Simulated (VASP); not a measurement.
A run of VASP 6.6.1 is set up as follows.

File INCAR:

```
SYSTEM = CsGeBr3
ALGO     = Normal         ! electronic algorithm
EDIFF    = 1E-6           ! SCF threshold, eV
EDIFFG   = -0.002         ! ionic threshold
ENCUT    = 600            ! plane-wave cutoff, eV
GGA      = PS             ! functional
IBRION   = 2              ! ionic algorithm
ISIF     = 3              ! what is computed and relaxed
ISMEAR   = 0              ! smearing method
LASPH    = .True.         ! aspherical terms in the spheres
LCHARG   = .False.        ! write CHGCAR
LREAL    = .False.        ! projectors in reciprocal space
LWAVE    = .False.        ! write WAVECAR
NELM     = 100            ! most SCF steps
NSW      = 100            ! ionic steps
PREC     = Accurate       ! precision mode
SIGMA    = 0.02           ! smearing width, eV
```

The input KPOINTS:

```
k-points
0
Gamma
  9 9 9
  0 0 0
```

POSCAR

```
CsGeBr3
1.0
    3.8705347544      2.2346542824      3.1626250038
   -3.8705347544      2.2346542824      3.1626250038
    0.0000000000     -4.4693085647      3.1626250038
Cs Ge Br
1 1 3
Direct
    0.0013040400      0.0013040400      0.0013040400
    0.5013040400      0.5013040400      0.5013040400
    0.0013040400      0.5013040400      0.5013040400
    0.5013040400      0.5013040400      0.0013040400
    0.5013040400      0.0013040400      0.5013040400
```

Potentials or basis: VASP PAW PBE potentials, release 64 (Cs_sv, Ge_d, Br).

Command:

```bash
$ cat potpaw_PBE.64/Cs_sv/POTCAR potpaw_PBE.64/Ge_d/POTCAR potpaw_PBE.64/Br/POTCAR > POTCAR
$ mpirun -np 1 vasp_std > vasp.out
```

Task: What does it give for the relaxed volume?

Result: 32.77 Å³/atom.

Task: Estimate the relaxed cell.

Result: a = 5.472 Å, b = 5.472 Å, c = 5.472 Å, α = 89.98°, β = 89.98°, γ = 89.98°.

Final structure:
```
CELL_PARAMETERS angstrom
3.86868 2.23358 3.16063
-3.86868 2.23358 3.16063
0.00000 -4.46717 3.16063
ATOMIC_POSITIONS crystal
Cs 0.00130 0.00130 0.00130
Ge 0.50130 0.50130 0.50130
Br 0.00130 0.50130 0.50130
Br 0.50130 0.50130 0.00130
Br 0.50130 0.00130 0.50130
```

Caveat: the PAW data sets were made with another functional, which shifts forces and pressure a little.
